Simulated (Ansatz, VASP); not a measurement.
## GaN in VASP and in Ansatz

File INCAR:

```
ALGO = Normal
EDIFF = 1E-6
ENCUT = 600
GGA = PE
GGA_COMPAT = False
ISIF = 2
ISMEAR = -1
LASPH = True
LCHARG = False
LREAL = False
LWAVE = False
NBANDS = 16
NELM = 120
PREC = Accurate
SIGMA = 0.02
```

The input KPOINTS:

```
k-points
0
Gamma
  10 10 10
```

Contents of POSCAR:

```
GaN
1.0
    0.0000000000      2.1085152350      2.1085152350
    2.0617061967      0.0000000000      2.1085152350
    2.0617061967      2.1085152350      0.0000000000
Ga N
1 1
Direct
    0.0000000000      0.0000000000      0.0000000000
    0.5000000000      0.5000000000      0.5000000000
```

Input for Ansatz:

```yaml
crystal:
  lattice:
    - [0.0, 2.108515235, 2.108515235]
    - [2.0617061967, 0.0, 2.108515235]
    - [2.0617061967, 2.108515235, 0.0]
  atoms:
    - { symbol: Ga, position: [0.0, 0.0, 0.0] }
    - { symbol: "N", position: [0.5, 0.5, 0.5] }
kpoints:
  mp_grid: { grid: [10, 10, 10] }
  band_path:
    path:
      - [0.0, 0.0, 0.0]
      - [0.5, 0.0, 0.5]
      - [0.625, 0.25, 0.625]
      - [0.375, 0.375, 0.75]
      - [0.5, 0.5, 0.5]
      - [0.5, 0.25, 0.75]
      - [0.1875, 0.1875, 0.375]
    npoints: 1
hamiltonian:
  xc: pbe
scf:
  occupations: { method: fermi_dirac, width: 0.02 }
  n_extra_bands: 4
output:
  forces: true
  stress: true
  eigenvalues: true
```

Change from the starting cell: uniaxial_x strain -2.2%.

Alike in both runs: task single point; functional PBE; k mesh 10 × 10 × 10; occupations fermi-dirac, width 0.02 eV; no spin polarisation.

```csv
,VASP,Ansatz
version,VASP 6.6.1,Ansatz 0.2.0
potentials or method,"VASP PAW PBE potentials, release 64 (Ga_d, N)","plane waves, PAW"
plane-wave cutoff (eV),600,420
valence electrons in the cell,18,18
```

|  | VASP | Ansatz | Ansatz less VASP |
| --- | --- | --- | --- |
| pressure (GPa) | 15.0 | 14.3 | -0.71 |
| traceless stress, the component that is largest in VASP (GPa) | 3.62 | 3.61 | -0.014 |
